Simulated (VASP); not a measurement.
**Ti: single point with PBE**

The system is Ti.

```xyz
2
Lattice="2.9500 0.0000 0.0000 -1.4750 2.5548 0.0000 0.0000 0.0000 4.6800" Properties=species:S:1:pos:R:3 pbc="T T T"
Ti    1.4750    0.8516    3.5100
Ti    0.0000    1.7032    1.1700
```

- Program: VASP 6.6.1
- Task: single point
- Functional: PBE
- Potentials or basis: VASP PAW PBE potentials, release 64 (Ti_sv)
- Cutoff: 520 eV
- k mesh: 10 × 10 × 6
- Occupations: gaussian, width 0.011 eV
- Spin: no spin polarisation

- Pressure: -1.7 GPa
- Band gap on the k mesh: zero (band 12 reaches 8.94 eV, above the bottom of band 13 at 7.94 eV)

Stress tensor (GPa, compression positive):
```
-1.60  0.00  0.00
 0.00 -1.60  0.00
 0.00  0.00 -1.91
```

Levels at points of the mesh, in eV from the Fermi level:
```csv
k point,band 9,band 10,band 11,band 12,band 13,band 14,band 15,band 16
"(0.00, 0.00, 0.00)",-6.15,-2.63,0.74,0.79,0.79,0.89,1.27,1.27
"(0.50, 0.00, 0.00)",-2.30,-2.09,-1.78,-0.61,0.51,0.63,1.17,3.30
"(0.00, 0.00, 0.50)",-4.31,-4.31,0.10,0.10,0.70,0.70,0.70,0.70
"(0.50, 0.00, 0.50)",-2.48,-2.48,-0.78,-0.78,1.31,1.31,1.73,1.73
```

Run time: 64 s on 1 thread of Intel Xeon 6975P-C (shared host), peak memory 0.17 GiB.
